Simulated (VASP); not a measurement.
YNi2B2C, 6 atoms in the cell. It takes space group I4/mmm (No. 139, tetragonal). The conventional cell has a = 3.570 Å, b = 3.570 Å, c = 10.534 Å, α = 90.00°, β = 90.00°, γ = 90.00°. Within 3.3 Å of Y (site symmetry 4/mmm) lie 4 C at 2.52 Å and 8 B at 2.94 Å and 8 Ni at 3.18 Å. Within 2.8 Å of Ni (site symmetry -4m2) lie 4 B at 2.11 Å and 4 Ni at 2.52 Å. Within 2.0 Å of B (site symmetry 4mm) lie 1 C at 1.52 Å. Within 2.0 Å of C (site symmetry 4/mmm) lie 2 B at 1.52 Å.  This cell differs from its parent crystal: volume scaled by 1.06.

* Program: VASP 6.6.1
* Task: relaxation of shape and atoms at fixed volume
* Functional: PBEsol
* Potentials or basis: VASP PAW PBE potentials, release 64 (Y_sv, Ni, B, C)
* Cutoff: 600 eV
* k mesh: 14 × 14 × 14
* Occupations: gaussian, width 0.1 eV
* Spin: no spin polarisation
* Dipole correction: no
* Further INCAR settings: ALGO = Normal; EDIFF = 1e-06; IBRION = 2; EDIFFG = -0.01; NSW = 50; ISIF = 4

Potentials or basis: VASP PAW PBE potentials, release 64 (Y_sv, Ni, B, C).

Run with:

```sh
$ cat potpaw_PBE.64/Y_sv/POTCAR potpaw_PBE.64/Ni/POTCAR potpaw_PBE.64/B/POTCAR potpaw_PBE.64/C/POTCAR > POTCAR
$ mpirun -np 1 vasp_std > vasp.out
```

Hardware: 1 thread of Intel(R) Xeon(R) Platinum 8375C CPU @ 2.90GHz (Ice Lake), on a shared host.

How long does it take, and how much memory?

It took 30 min on 1 thread of Intel(R) Xeon(R) Platinum 8375C CPU @ 2.90GHz (Ice Lake), with other jobs on the host, peak memory 0.81 GiB. Counts: scf iterations 32, k points 244, ion steps 3.
